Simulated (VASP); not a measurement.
Runs of VASP 6.6.1 on Sb. The structure is that of space group Fd-3m (No. 227), or close to it. The cells are those of the table. 

```csv
cell,gap on the mesh (eV),pressure (GPa)
"a = 3.550 Å, angles 60.0°, 2 atoms",none,236.5
"a = 3.824 Å, angles 60.0°, 2 atoms",none,111.6
"a = 4.063 Å, angles 60.0°, 2 atoms",none,(b)
"a = 4.472 Å, angles 60.0°, 2 atoms",none,(a)
"a = 4.277 Å, angles 60.0°, 2 atoms",none,28.1
```

Alike in all rows: task single point; level LDA; potentials or basis VASP PAW LDA potentials, release 64 (Sb); no spin polarisation; k mesh 10 × 10 × 10; cutoff (eV) 520; smearing fermi-dirac 0.1 eV.

**Question.** Estimate the missing entries.

**Answer.** (a) 13.5; (b) 55.5.

Caveats: spin-orbit coupling is left out, which moves the levels of the heavy elements.

A k mesh can miss the band edges, and the runs leave out spin-orbit coupling on Sb.

A gap of «none» marks levels without a gap at the run's occupations.
